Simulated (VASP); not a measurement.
# MgS (Immm) in VASP: a series of runs

Runs on MgS. Level: PBEsol. Tasks: single point.

Everything below comes from runs of VASP 6.6.1. Logs are shortened: lines on timing, memory, paths and dates and some standing lists are left out, and cuts for length are marked.

### Step 1. The cell of the first run

It takes space group Immm (No. 71, orthorhombic). The conventional cell has a = 3.657 Å, b = 3.701 Å, c = 5.171 Å, α = 90.00°, β = 90.00°, γ = 90.00°. Within 3.4 Å of Mg (site symmetry mmm) lie 6 S at 2.59 to 2.60 Å. Within 3.4 Å of S (site symmetry mmm) lie 6 Mg at 2.59 to 2.60 Å.

### Step 2. Single point, PBEsol

Contents of INCAR:

```
PREC = Accurate
ENCUT = 600
EDIFF = 1E-6
ISMEAR = 0
SIGMA = 0.01
LREAL = F
LASPH = T
NELM = 120
ALGO = Normal
ISIF = 2
LWAVE = F
LCHARG = T
GGA = PS
LELF = T
LVHAR = T
NBANDS = 11
GGA_COMPAT = F
```

Contents of KPOINTS:

```
Automatic mesh
0
Gamma
  4 4 4
```

Contents of POSCAR:

```
MgS
1.0
    0.0157311411      2.6013909985      2.5856978984
    2.6013909985      0.0157311411      2.5856978984
    2.6171221396      2.6171221396      0.0000000000
Mg S
1 1
Direct
    0.0000000000      0.0000000000      0.0000000000
    0.5000000000      0.5000000000      0.5000000000
```

Potentials or basis: VASP PAW PBE potentials, release 64 (Mg, S).

On the command line:

```console
$ cat potpaw_PBE.64/Mg/POTCAR potpaw_PBE.64/S/POTCAR > POTCAR
$ mpirun -np 1 vasp_std > vasp.out
```

OUTCAR:

```text
PREC = Accurate
   ENCUT = 600
   EDIFF = 1E-6
   ISMEAR = 0
   LREAL = F
   LASPH = T
   NELM = 120
   ISIF = 2
   GGA = PS

 ion  position               nearest neighbor table
   1  0.000  0.000  0.000-   2 2.59   2 2.59   2 2.60   2 2.60   2 2.60   2 2.60
   2  0.500  0.500  0.500-   1 2.59   1 2.59   1 2.60   1 2.60   1 2.60   1 2.60

  LATTYP: Found a body centered orthorhombic cell.
 ALAT       =     3.6566752380
 B/A-ratio  =     1.0121679896
 C/A-ratio  =     1.4142343687

  Lattice vectors:

 A1 = (   2.6013909985,   0.0157311411,  -2.5856978984)
 A2 = (  -2.6013909985,  -0.0157311411,  -2.5856978984)
 A3 = (   0.0157311411,   2.6013909985,   2.5856978984)

Analysis of symmetry for initial positions (statically):
=====================================================================
 Subroutine PRICEL returns:
 Original cell was already a primitive cell.

 Routine SETGRP: Setting up the symmetry group for a
 body centered orthorhombic supercell.

 Subroutine GETGRP returns: Found  8 space group operations
 (whereof  8 operations were pure point group operations)
 out of a pool of  8 trial point group operations.

The static configuration has the point symmetry D_2h.

Analysis of symmetry for dynamics (positions and initial velocities):
=====================================================================
 Subroutine PRICEL returns:
 Original cell was already a primitive cell.

 Routine SETGRP: Setting up the symmetry group for a
 body centered orthorhombic supercell.

 Subroutine GETGRP returns: Found  8 space group operations
 (whereof  8 operations were pure point group operations)
 out of a pool of  8 trial point group operations.

The dynamic configuration has the point symmetry D_2h.

 Subroutine INISYM returns: Found  8 space group operations
 (whereof  8 operations are pure point group operations),
 and found     1 'primitive' translations

----------------------------------------------------------------------------------------

                                     Primitive cell

  volume of cell :      34.9948

  direct lattice vectors                    reciprocal lattice vectors
     0.015731141  2.601390998  2.585697898    -0.193374236  0.193374236  0.193371391
     2.601390998  0.015731141  2.585697898     0.193374236 -0.193374236  0.193371391
     2.617122140  2.617122140  0.000000000     0.191049547  0.191049547 -0.193371391

  length of vectors
     3.667876254  3.667876254  3.701169624     0.334932359  0.334932359  0.332253448
[... 82 lines left out ...]
   POTIM  = 0.5000    time-step for ionic-motion
   TEBEG  =    0.0;   TEEND  =   0.0 temperature during run
   PSTRESS=    0.0 pullay stress
   NELECT =       8.0000    total number of electrons
   NUPDOWN=      -1.0000    fix difference up-down
   EMIN   =  10.00;   EMAX   =-10.00  energy-range for DOS
   EFERMI =   0.00;   METHOD = LEGACY
   ISMEAR =     0;   SIGMA  =   0.01  broadening in eV -4-tet -1-fermi 0-gaus
   EFERMI_NEDOS =   21; number of points for ismear=-14 and -15
   IALGO  =     38    algorithm
   IMIX   =      4    mixing-type and parameters
     AMIX     =   0.40;   BMIX     =  1.00
     AMIX_MAG =   1.60;   BMIX_MAG =  1.00
  volume/ion in A,a.u.               =      17.50       118.08
  Fermi-wavevector in a.u.,A,eV,Ry     =   1.001007  1.891629 13.633241  1.002015
  Thomas-Fermi vector in A             =   2.133401
   LORBIT       =      0    0 simple, 1 ext, 2 COOP (PROOUT), +10 PAW based schemes
   GGA     = PS    functional components
   LHFCALC =     F    Hartree Fock is set to
   AEXX    =    0.0000 exact exchange contribution
   IVDW    =     0    specifies the selected vdW correction
   LEPSILON=     F    determine dielectric tensor
   LRPA    =     F    only Hartree local field effects (RPA)
 non-spin polarized calculation
 Gauss-broadening in eV      SIGMA  =   0.01
  energy-cutoff  :      600.00
  volume of cell :       34.99
 maximum number of plane-waves:      1195
 NGX is ok and might be reduce to    30
   NGX = 15   NGY = 15   NGZ = 15

 number of electron       7.9999999 magnetization

 Free energy of the ion-electron system (eV)
  ---------------------------------------------------
  ext. energy  EPLUGINS =         0.00000000
  ---------------------------------------------------
  free energy    TOTEN  =        -9.02192173 eV

  energy without entropy =       -9.02192173  energy(sigma->0) =       -9.02192173

 E-fermi :   3.8793     XC(G=0):  -9.8558

 val. band max:        3.8277417425   @ k =   0.0000   0.0000   0.0000
 cond. band min:       6.4259176202   @ k =   0.5000   0.5000   0.0000
 fundamental gap:      2.5981758777
 Fermi energy:         3.8793022143

 k-point     1 :       0.0000    0.0000    0.0000
  band No.  band energies     occupation
      1      -8.9587      2.00000
      2       3.7178      2.00000
      3       3.7449      2.00000
      4       3.8277      2.00000
      5       7.3895      0.00000
      6      11.4689      0.00000
      7      11.6362      0.00000
      8      11.6742      0.00000
      9      14.0217      0.00000
     10      14.1044      0.00000
     11      16.0465      0.00000
[... 225 lines left out ...]
 k-point    18 :      -0.2500    0.2500    0.5000
  band No.  band energies     occupation
      1      -7.1841      2.00000
      2       0.4397      2.00000
      3       0.4578      2.00000
      4       1.3122      2.00000
      5       9.0164      0.00000
      6      11.6111      0.00000
      7      11.6546      0.00000
      8      11.7855      0.00000
      9      17.8656      0.00000
     10      18.1280      0.00000
     11      19.3047      0.00000

------------------------ aborting loop because EDIFF is reached ----------------------------------------

  FORCE on cell =-STRESS in cart. coord.  units (eV):
  Direction    XX          YY          ZZ          XY          YZ          ZX
  --------------------------------------------------------------------------------------
  -------------------------------------------------------------------------------------
  Total       -0.0993060     -0.0993060      0.0390106     -0.1432020      0.0000000      0.0000000
  in kB       -4.5465580     -4.5465580      1.7860342     -6.5562650      0.0000000      0.0000000
  external PRESSURE =      -2.4356939 kB  Pullay stress =       0.0000000 kB

 VOLUME and BASIS-vectors are now :
 -----------------------------------------------------------------------------
  energy-cutoff  :      600.00
  volume of cell :       34.99
      direct lattice vectors                 reciprocal lattice vectors
     0.015731141  2.601390998  2.585697898    -0.193374236  0.193374236  0.193371391
     2.601390998  0.015731141  2.585697898     0.193374236 -0.193374236  0.193371391
     2.617122140  2.617122140  0.000000000     0.191049547  0.191049547 -0.193371391

 POSITION                                       TOTAL-FORCE (eV/Angst)
 -----------------------------------------------------------------------------------
      0.00000      0.00000      0.00000         0.000000      0.000000     -0.000000
      2.61712      2.61712      2.58570        -0.000000     -0.000000      0.000000
 -----------------------------------------------------------------------------------
    total drift:                               -0.000000     -0.000000      0.000000

  FREE ENERGIE OF THE ION-ELECTRON SYSTEM (eV)
  ---------------------------------------------------
  free  energy   TOTEN  =        -9.0219217259 eV

  energy  without entropy=       -9.0219217259  energy(sigma->0) =       -9.02192173
```

stdout:

```text
POSCAR found type information on POSCAR MgS
 POSCAR found :  2 types and       2 ions
 scaLAPACK will be used
 -----------------------------------------------------------------------------
|                                                                             |
|                                                                             |
|     You enforced a specific xc type in the INCAR file but a different       |
|     I HOPE YOU KNOW WHAT YOU ARE DOING!                                     |
|                                                                             |
 -----------------------------------------------------------------------------

 LDA part: xc-table for (Slater+PW92), standard interpolation
 POSCAR, INCAR and KPOINTS ok, starting setup
 FFT: planning ... GRIDC
 FFT: planning ... GRID_SOFT
 FFT: planning ... GRID
 WAVECAR not read
 entering main loop
```

It took 8.6 s on 1 thread of Intel Xeon Platinum 8375C at 2.90GHz (Ice Lake), shared host; peak memory 0.16 GiB.

What came out:

| Item | Value |
| --- | --- |
| Free energy | -9.0219 eV |
| Pressure | -0.2 GPa |
| Band gap on the k mesh | 2.60 eV (least direct gap 3.56 eV) |

Caveat: the k points lie up to 0.53 Å⁻¹ apart; the PAW data sets were made with another functional, which shifts forces and pressure a little. A k mesh can miss the band edges.

### Step 3. Single point, PBEsol

Contents of INCAR:

```
SYSTEM = MgS
PREC     = Accurate       ! precision mode
ENCUT    = 600            ! plane-wave cutoff, eV
EDIFF    = 1E-6           ! SCF threshold, eV
ISMEAR   = 0              ! smearing method
SIGMA    = 0.01           ! smearing width, eV
LREAL    = .FALSE.        ! projectors in reciprocal space
LASPH    = .TRUE.         ! aspherical terms in the spheres
NELM     = 120            ! most SCF steps
ALGO     = Normal         ! electronic algorithm
ISIF     = 2              ! what is computed and relaxed
LWAVE    = .FALSE.        ! write WAVECAR
LCHARG   = .TRUE.         ! write CHGCAR
GGA      = PS             ! functional
LELF     = .TRUE.         ! ELF
LVHAR    = .TRUE.       
NBANDS   = 11             ! bands
GGA_COMPAT= .FALSE.
```

Contents of KPOINTS:

```
Automatic mesh
0
G
  4 4 4
  0 0 0
```

POSCAR is that of step 2.

Potentials or basis: VASP PAW PBE potentials, release 64 (Mg, S).

On the command line:

```console
$ cat potpaw_PBE.64/Mg/POTCAR potpaw_PBE.64/S/POTCAR > POTCAR
$ mpirun -np 1 vasp_std > vasp.out
```

Wall time 9 s (1 thread of Intel Xeon Platinum 8375C at 2.90GHz (Ice Lake), shared host); peak memory 0.16 GiB.

The run converged. Its results:

| Quantity | Value |
| --- | --- |
| Free energy | -9.0219 eV |
| Pressure | -0.2 GPa |
| Band gap on the k mesh | 2.60 eV (least direct gap 3.56 eV) |

Stress tensor (GPa, compression positive):
```
-0.45 -0.66  0.00
-0.66 -0.45  0.00
 0.00  0.00  0.18
```

Levels at points of the mesh, in eV from the valence-band top:
```
           k point  band 1  band 2  band 3  band 4  band 5  band 6  band 7  band 8  band 9
(0.00, 0.00, 0.00)  -12.79   -0.11   -0.08    0.00    3.56    7.64    7.81    7.85   10.19
(0.50, 0.00, 0.00)  -11.42   -4.99   -0.73   -0.67    4.28    6.63    6.77   10.04   11.95
(0.50, 0.50, 0.00)  -11.04   -4.37   -1.89   -1.73    2.60    4.13   11.90   12.77   13.20
(0.00, 0.00, 0.50)  -11.45   -5.03   -0.66   -0.63    4.37    6.79    6.80   10.06   11.91
(0.50, 0.00, 0.50)  -11.06   -4.37   -1.81   -1.76    2.64    4.14   11.83   12.75   13.18
```

Caveat: the k points lie up to 0.53 Å⁻¹ apart; the PAW data sets were made with another functional, which shifts forces and pressure a little.
